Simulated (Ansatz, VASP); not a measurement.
# Ga: VASP beside Ansatz

```
Ga
1.0
     2.91314    0.00000    0.00000
    -1.45657    2.52286    0.00000
     0.00000    0.00000    4.89330
Ga
2
Direct
  0.33333 0.66667 0.25000
  0.66667 0.33333 0.75000
```

Alike in both runs: functional r2SCAN; k mesh 6 × 6 × 4; occupations gaussian, width 0.1 eV; no spin polarisation.

Ansatz relaxed the structure, and its values are those at the end. VASP's run is a single point on that final structure, the one shown.

|  | VASP | Ansatz |
| --- | --- | --- |
| version | VASP 6.6.1 | Ansatz 0.2.0 |
| potentials or method | VASP PAW PBE potentials, release 64 (Ga_d), cutoff 520 eV | scalar-relativistic, plane waves, PAW |
| valence electrons in the cell | 26 | 26 |

```csv
,VASP,Ansatz,Ansatz less VASP
gap on the k mesh at the Fermi level (eV),none,none,-
pressure (GPa),-0.2,-0.2,-0.01
```

VASP's potentials were made for PBE, not for r2SCAN. A gap of «none» marks a metal or a gap that the smearing closes.

The k mesh is coarse, so the values compare programs but aren't converged.
